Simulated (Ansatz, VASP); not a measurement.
**KTaO3: VASP beside Ansatz**

File INCAR:

```
SYSTEM = KTaO3
  ALGO = Normal
  EDIFF = 1E-6
  ENCUT = 520
  GGA = PS
  ISIF = 2
  ISMEAR = 0
  LASPH = .TRUE.
  LCHARG = .TRUE.
  LELF = .TRUE.
  LREAL = .FALSE.
  LVHAR = .TRUE.
  LWAVE = .FALSE.
  NBANDS = 27
  NELM = 80
  PREC = Accurate
  SIGMA = 0.02
```

KPOINTS

```
k-points
0
G
  8 8 8
  0 0 0
```

The input POSCAR:

```
KTaO3
1.0
    3.8062594331      0.0000000000      0.0000000000
    0.0000000000      3.8062594331      0.0000000000
    0.0000000000      0.0000000000      3.8062594331
K Ta O
1 1 3
Direct
    0.5000000000      0.5000000000      0.5000000000
    0.0000000000      0.0000000000      0.0000000000
    0.0000000000      0.5000000000      0.0000000000
    0.0000000000      0.0000000000      0.5000000000
    0.5000000000      0.0000000000      0.0000000000
```

Input for Ansatz:

```yaml
crystal:
  lattice:
    - [3.8062594331, 0.0, 0.0]
    - [0.0, 3.8062594331, 0.0]
    - [0.0, 0.0, 3.8062594331]
  atoms:
    - { symbol: K, position: [0.5, 0.5, 0.5] }
    - { symbol: Ta, position: [0.0, 0.0, 0.0] }
    - { symbol: O, position: [0.0, 0.5, 0.0] }
    - { symbol: O, position: [0.0, 0.0, 0.5] }
    - { symbol: O, position: [0.5, 0.0, 0.0] }
basis:
  ecutwfc: 420
kpoints:
  mp_grid: { grid: [8, 8, 8] }
hamiltonian:
  xc: pbesol
scf:
  occupations: { method: gaussian, width: 0.02 }
output:
  forces: true
  stress: true
  eigenvalues: true
```

Change from the starting cell: equal strain along all axes, cell held, atoms relaxed: -4.5 %.

Alike in both runs: task single point; functional PBEsol; k mesh 8 × 8 × 8; occupations gaussian, width 0.02 eV; no spin polarisation.

```csv
,VASP,Ansatz
version,VASP 6.6.1,Ansatz 0.2.0
potentials or method,"VASP PAW PBE potentials, release 64 (K_sv, Ta_pv, O), cutoff 520 eV","scalar-relativistic, plane waves, PAW"
valence electrons in the cell,38,40
```

|  | VASP | Ansatz | Ansatz less VASP |
| --- | --- | --- | --- |
| gap on the k mesh at the Fermi level (eV) | 2.34 | 2.40 | +0.059 |
| least direct gap on the mesh (eV) | 2.83 | 2.87 | +0.039 |
| pressure (GPa) | 39.6 | 37.9 | -1.63 |

VASP's potentials were made for PBE, not for PBEsol. Both programs put the cell under a high pressure, so it lies far from rest at this level. VASP's potentials hold 38 valence electrons a cell and Ansatz's 40, so a difference there can come from the potentials and not from the codes.

Neither program's run includes spin-orbit coupling.
